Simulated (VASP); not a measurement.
Input of a VASP 6.6.1 run:

Contents of INCAR:

```
SYSTEM = CeGa3B
PREC = Accurate
ENCUT = 520
EDIFF = 1E-7
ISMEAR = 1
SIGMA = 0.2612
LREAL = .FALSE.
LASPH = .TRUE.
NELM = 60
ALGO = Normal
ISIF = 2
LWAVE = .FALSE.
LCHARG = .FALSE.
GGA = PE
NBANDS = 35
```

The input KPOINTS:

```
Automatic mesh
0
G
  6 6 6
  0 0 0
```

The input POSCAR:

```
CeGa3B
1.0
    0.0000000000      4.0457237514      0.0000000000
    4.0457237514      0.0000000000      0.0000000000
    2.0228618757      2.0228618757     -5.1007544589
Ce B Ga
1 1 3
Direct
    0.1341303959      0.1341303959      0.7317392082
    0.5158857325      0.5158857325      0.9682285349
    0.8988591612      0.3988591612      0.2022816775
    0.3988591612      0.8988591612      0.2022816775
    0.7328655491      0.7328655491      0.5342689018
```

Potentials or basis: VASP PAW PBE potentials, release 64 (Ce, B, Ga_d).

Run with:

```bash
$ cat potpaw_PBE.64/Ce/POTCAR potpaw_PBE.64/B/POTCAR potpaw_PBE.64/Ga_d/POTCAR > POTCAR
$ mpirun -np 1 vasp_std > vasp.out
```

Question: Estimate the band gap on the k mesh.

Answer: Zero (bands 27 and 28 overlap by 0.60 eV).

Question: Predict the largest force.

Answer: 0.011 eV/Å.

Forces on the atoms (eV/Å):
```
Ce   0.000  0.000  0.000
B    0.000  0.000  0.002
Ga   0.000  0.000  0.005
Ga   0.000  0.000  0.005
Ga   0.000  0.000 -0.011
```

Caveat: spin-orbit coupling is left out, which moves the levels of the heavy elements; semilocal functionals describe open f shells poorly, which spoils levels, moments and volumes. Spin polarisation is off, so any magnetic state and its effect on volume and gap are missing.
